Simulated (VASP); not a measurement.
Set up this calculation in VASP 6.6.1, as the native input.

```yaml
Task: single point
Functional: PBE
Potentials_or_basis: VASP PAW PBE potentials, release 64 (Hf_pv, Nb_sv, O)
Cutoff: 520 eV
k_mesh: 6 × 6 × 6
Occupations: gaussian, width 0.1 eV
Spin: no spin polarisation
Dipole_correction: no
Further_INCAR_settings: ALGO = Normal; EDIFF = 1e-06; NBANDS = 32
```

The structure of HfNb2O2 lies in POSCAR:

```
HfNb2O2
1.0
   -2.1151669948      2.1151669948      4.6257613041
    2.1151669948     -2.1151669948      4.6257613041
    2.1151669948      2.1151669948     -4.6257613041
Hf Nb O
1 2 2
Direct
    0.0000000000      0.0000000000      0.0000000000
    0.7500000000      0.2500000000      0.5000000000
    0.2500000000      0.7500000000      0.5000000000
    0.2358085678      0.2358085678      0.0000000000
    0.7641914322      0.7641914322      0.0000000000
```

The cell was built from a structure type or drawn by symmetry, and may not be a known phase.

The input as run:

INCAR

```
ALGO = Normal ; EDIFF = 1E-6
ENCUT = 520 ; GGA = PE
ISIF = 2 ; ISMEAR = 0
LASPH = True ; LCHARG = False
LREAL = False ; LWAVE = False
NBANDS = 32 ; NELM = 60
PREC = Accurate ; SIGMA = 0.1
```

KPOINTS

```
k-points
0
Gamma
  6 6 6
```

Potentials or basis: VASP PAW PBE potentials, release 64 (Hf_pv, Nb_sv, O).

The run is started by

```bash
$ cat potpaw_PBE.64/Hf_pv/POTCAR potpaw_PBE.64/Nb_sv/POTCAR potpaw_PBE.64/O/POTCAR > POTCAR
$ mpirun -np 1 vasp_std > vasp.out
```

Results of the run:

- Pressure: -0.6 GPa
- Largest force: 0.079 eV/Å
- Band gap on the k mesh: zero (bands 24 and 25 overlap by 1.17 eV)

Caveat: spin-orbit coupling is left out, which moves the levels of the heavy elements.

It took 3.3 min on 1 thread of Intel(R) Xeon(R) Platinum 8488C (Sapphire Rapids), with other jobs on the host, peak memory 0.3 GiB.
